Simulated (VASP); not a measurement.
Wanted: the native input for a VASP 6.6.1 run.

```yaml
Task: single point
Functional: LDA
Potentials_or_basis: VASP PAW LDA potentials, release 64 (C)
Cutoff: 520 eV
k_mesh: 2 × 2 × 2
Occupations: gaussian, width 0.02 eV
Spin: no spin polarisation
Dipole_correction: no
Further_INCAR_settings: LREAL = Auto; ALGO = Normal; EDIFF = 1e-07; NBANDS = 163
```

The structure of C (a cell with a defect) lies in POSCAR:

```
C
1.0
    7.1400000000      0.0000000000      0.0000000000
    0.0000000000      7.1400000000      0.0000000000
    0.0000000000      0.0000000000      7.1400000000
C
63
Direct
    0.4380127451      0.0896445378     -0.0352553221
    0.6123330532      0.1400431373      0.1150651261
    0.7510619048      0.2544298319     -0.0009155462
    0.8765623249      0.3756567227      0.1251113445
    0.7411449580      0.0014948179      0.2410476190
    0.8713885154      0.1249693277      0.3713826331
   -0.0001721289      0.0003558824     -0.0005876751
    0.1245840336      0.1239483193      0.1295172269
    0.2632323529      0.2399964986      0.0151480392
    0.3753470588      0.3787533613      0.1315231092
    0.5002915966      0.5012217087      0.0003600840
    0.6244492997      0.6272754902      0.1228824930
    0.7486568627      0.7512100840     -0.0032204482
    0.8720693277      0.8762418768      0.1217963585
    0.2471162465     -0.0005126050      0.2517970588
    0.3753186275      0.1252331933      0.3763417367
    0.5002504202      0.2564131653      0.2538806723
    0.6265638655      0.3764128852      0.3769226891
    0.7501654062      0.5015005602      0.2492540616
    0.8749910364      0.6249817927      0.3739029412
    0.4992830532      0.0003268908      0.4997964986
    0.6271683473      0.1229535014      0.6261378151
    0.7512463585      0.2495373950      0.4995987395
    0.8774731092      0.3731037815      0.6254470588
    0.7512380952     -0.0019816527      0.7487649860
    0.8757847339      0.1242990196      0.8754708683
    0.0041861345      0.4962964986      0.0000901961
    0.1243470588      0.6244826331      0.1246617647
    0.2484603641      0.7510249300     -0.0019173669
    0.3629337535      0.8790908964      0.1217950980
   -0.0009422969      0.2499882353      0.2507722689
    0.1254372549      0.3741253501      0.3766277311
    0.2490221289      0.5018019608      0.2515337535
    0.3740238095      0.6255893557      0.3744131653
    0.4984177871      0.7556914566      0.2436247899
    0.6222724090      0.8770492997      0.3708352941
   -0.0024677871     -0.0022567227      0.4967208683
    0.1268953782      0.1216553221      0.6262906162
    0.2511456583      0.2477492997      0.5023997199
    0.3771787115      0.3684507003      0.6308623249
    0.5015577031      0.4992621849      0.5007462185
    0.6260655462      0.6237144258      0.6223682073
    0.7488156863      0.7504456583      0.4966501401
    0.8763858543      0.8725845938      0.6214864146
    0.2409400560     -0.0153295518      0.7405668067
    0.5126759104      0.2465533613      0.7543313725
    0.6285238095      0.3766904762      0.8746228291
    0.7522074230      0.5002103641      0.7480407563
    0.8780320728      0.6216372549      0.8728558824
   -0.0018844538      0.7503306723      0.2482211485
    0.1233787115      0.8729166667      0.3753222689
    0.0006082633      0.4987768908      0.5001086835
    0.1267824930      0.6215191877      0.6255708683
    0.2495148459      0.7472317927      0.4988161064
    0.3746023810      0.8738668067      0.6249710084
    0.0035191877      0.2466816527      0.7513528011
    0.1344429972      0.3659369748      0.8766093838
    0.2533274510      0.4957039216      0.7521766106
    0.3763224090      0.6246764706      0.8754532213
    0.5009694678      0.7498704482      0.7489791317
    0.6345420168      0.8655775910      0.8598187675
   -0.0007880952      0.7463708683      0.7477053221
    0.1243792717      0.8736703081      0.8731394958
```

These files were run (other wordings do the same):

INCAR

```
SYSTEM = C
ALGO = Normal
EDIFF = 1E-7
ENCUT = 520
GGA = CA
ISIF = 2
ISMEAR = 0
LASPH = .TRUE.
LCHARG = .FALSE.
LREAL = Auto
LWAVE = .FALSE.
NBANDS = 163
NELM = 100
PREC = Accurate
SIGMA = 0.02
```

KPOINTS

```
k-points
0
G
  2 2 2
  0 0 0
```

Potentials or basis: VASP PAW LDA potentials, release 64 (C).

Launch:

```bash
$ cat potpaw_LDA.64/C/POTCAR > POTCAR
$ mpirun -np 1 vasp_std > vasp.out
```

It gave:

```
Pressure               : -14.3 GPa
Largest force          : 0.051 eV/Å
Band gap on the k mesh : zero (bands 126 and 127 overlap by 0.38 eV)
```

Caveat: the k points lie up to 0.44 Å⁻¹ apart.

It took 25 min on 1 thread of Intel Xeon 8259CL, on a shared host, peak memory 0.49 GiB.
